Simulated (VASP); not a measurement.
GaSb:

```
Sb Ga
1.0
     0.00000    3.01766    3.01766
     3.01766    0.00000    3.01766
     3.01766    3.01766    0.00000
Sb Ga
1 1
Direct
  0.75000 0.75000 0.75000
  0.00000 0.00000 0.00000
```

Base run:

- Program: VASP 6.6.1
- Functional: revPBE
- Dispersion: D4
- Potentials or basis: VASP PAW PBE potentials, release 64 (Sb, Ga_d)
- Cutoff: 520 eV
- k mesh: 8 × 8 × 8
- Occupations: fermi-dirac, width 0.05 eV
- Spin: no spin polarisation

Its results: band gap on the k mesh 0.40 eV, direct; pressure 1.7 GPa.

Question: After a change of settings the same cell gave: band gap on the k mesh 0.18 eV, direct; pressure 2.9 GPa. Which change was it?
A. functional from revPBE to RPBE; dispersion from D4 to none
B. dispersion from D4 to D3(BJ)
C. functional from revPBE to BLYP
D. functional from revPBE to r2SCAN; dispersion from D4 to none

Answer: C.

Caveats: the PAW data sets were made with another functional, which shifts forces and pressure a little; spin-orbit coupling is left out, which moves the levels of the heavy elements.
